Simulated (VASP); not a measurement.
Write the native input for VASP 6.6.1 that does the following.

* Task: single point
* Functional: PBE
* Potentials or basis: VASP PAW PBE potentials, release 64 (Mn_pv, O)
* Cutoff: 600 eV
* k mesh: 5 × 5 × 7
* Occupations: gaussian, width 0.1 eV
* Spin: collinear spin, antiferromagnetic start
* Starting moments: [4.5, -4.5, 0.0, 0.0, 0.0, 0.0] μB
* Hubbard terms: Mn d U = 6.3 eV
* Dipole correction: no
* Further INCAR settings: ALGO = Normal; EDIFF = 1e-06; NBANDS = 38

The structure of MnO2 lies in POSCAR:

```
MnO2
1.0
    4.3983000000      0.0000000000      0.0000000000
    0.0000000000      4.3983000000      0.0000000000
    0.0000000000      0.0000000000      2.8730000000
Mn O
2 4
Direct
    0.0000000000      0.0000000000      0.0000000000
    0.5000000000      0.5000000000      0.5000000000
    0.3051500000      0.3051500000      0.0000000000
    0.1948500000      0.8051500000      0.5000000000
    0.6948500000      0.6948500000      0.0000000000
    0.8051500000      0.1948500000      0.5000000000
```

These files were run (other wordings do the same):

INCAR

```
SYSTEM = MnO2
PREC = Accurate ; ENCUT = 600
EDIFF = 1E-6 ; ISMEAR = 0
SIGMA = 0.1 ; LREAL = .FALSE.
LASPH = .TRUE. ; NELM = 200
ALGO = Normal ; ISIF = 2
LWAVE = .FALSE. ; LCHARG = .FALSE.
ISPIN = 2 ; MAGMOM = 4.5 -4.5 0 0 0 0
LORBIT = 11 ; LMAXMIX = 4
LDAU = .TRUE. ; LDAUTYPE = 2
LDAUL = 2 -1 ; LDAUU = 6.3 0
LDAUJ = 0 0 ; LDAUPRINT = 1
GGA = PE ; NBANDS = 38
GGA_COMPAT = .FALSE.
```

KPOINTS

```
Automatic mesh
0
G
  5 5 7
  0 0 0
```

Potentials or basis: VASP PAW PBE potentials, release 64 (Mn_pv, O).

Command:

```sh
$ cat potpaw_PBE.64/Mn_pv/POTCAR potpaw_PBE.64/O/POTCAR > POTCAR
$ mpirun -np 1 vasp_std > vasp.out
```

It gave:

```yaml
Pressure: 14.3 GPa
Largest_force: 0.137 eV/Å
Band_gap_on_the_k_mesh: 0.23 eV
Net_moment: 0.00 μB per cell
Site_moments: Mn +3.15, -3.15; O +0.01, -0.01 (each value once) μB
Valence_electrons_inside_the_program's_atomic_spheres: Mn 11.65; O 5.06
```

Caveat: the cell stands under pressure; an odd mesh through Γ misses points on the zone boundary, where band edges can lie.

Wall time 3.3 min on 1 thread of Intel Xeon 8259CL, on a shared host, peak memory 0.25 GiB.
